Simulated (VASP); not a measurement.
The system is BeS.

```
Be S
1.0
     0.00000    2.31730    2.31730
     2.31730    0.00000    2.31730
     2.31730    2.31730    0.00000
Be S
1 1
Direct
  0.00000 0.00000 0.00000
  0.50000 0.50000 0.50000
```

Base run:

- Program: VASP 6.6.1
- Functional: PBEsol
- Potentials or basis: VASP PAW PBE potentials, release 64 (Be, S)
- Cutoff: 600 eV
- k mesh: 6 × 6 × 6
- Occupations: gaussian, width 0.001 eV
- Spin: no spin polarisation

Its results: band gap on the k mesh 0.96 eV, indirect (least direct gap 4.15 eV); pressure -2.8 GPa.

Task: The run is repeated on the same cell with these changes: k mesh from 6 × 6 × 6 to 5 × 5 × 5; occupations from gaussian, width 0.001 eV to gaussian, width 0.01 eV. What comes out?

Result: Band gap on the k mesh 1.42 eV, indirect (least direct gap 4.24 eV); pressure -2.4 GPa.

Caveats: some runs use coarse meshes; the PAW data sets were made with another functional, which shifts forces and pressure a little.

A k mesh can miss the band edges.
